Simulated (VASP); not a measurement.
Wanted: the native input for a VASP 6.6.1 run.

- Task: single point
- Functional: PBE
- Potentials or basis: VASP PAW PBE potentials, release 64 (Hf_pv, F)
- Cutoff: 520 eV
- k mesh: 8 × 8 × 8
- Occupations: gaussian, width 0.1 eV
- Spin: no spin polarisation
- Dipole correction: no
- Further INCAR settings: ALGO = Normal; EDIFF = 1e-06; NBANDS = 38

The structure of Hf5F lies in POSCAR:

```
Hf5F
1.0
    5.2830073393      0.0000000000      0.0000000000
    0.0000000000      5.2830073393      0.0000000000
    0.0000000000      0.0000000000      5.2830073393
Hf F
5 1
Direct
    0.2726499992      0.2726499992      0.2726499992
    0.7273500008      0.7273500008      0.2726499992
    0.7273500008      0.2726499992      0.7273500008
    0.2726499992      0.7273500008      0.7273500008
    0.0000000000      0.0000000000      0.0000000000
    0.5000000000      0.5000000000      0.5000000000
```

The cell was generated, and may not be a known phase.

One way to write it, as run:

INCAR

```
ALGO     = Normal         # electronic algorithm
EDIFF    = 1E-6           # SCF threshold, eV
ENCUT    = 520            # plane-wave cutoff, eV
GGA      = PE             # functional
ISIF     = 2              # what is computed and relaxed
ISMEAR   = 0              # smearing method
LASPH    = True           # aspherical terms in the spheres
LCHARG   = False          # write CHGCAR
LREAL    = False          # projectors in reciprocal space
LWAVE    = False          # write WAVECAR
NBANDS   = 38             # bands
NELM     = 80             # most SCF steps
PREC     = Accurate       # precision mode
SIGMA    = 0.1            # smearing width, eV
```

KPOINTS

```
k-points
0
Gamma
  8 8 8
```

Potentials or basis: VASP PAW PBE potentials, release 64 (Hf_pv, F).

Run with:

```console
$ cat potpaw_PBE.64/Hf_pv/POTCAR potpaw_PBE.64/F/POTCAR > POTCAR
$ mpirun -np 1 vasp_std > vasp.out
```

Results of the run:

The pressure is -0.7 GPa and the largest force is 0.087 eV/Å. The band gap on the k mesh is zero (an odd number of electrons rules out a gap without spin polarisation).

Caveat: spin-orbit coupling is left out, which moves the levels of the heavy elements.

Wall time 100 s on 1 thread of Intel(R) Xeon(R) 6975P-C (Granite Rapids), with other jobs on the host, peak memory 0.31 GiB.
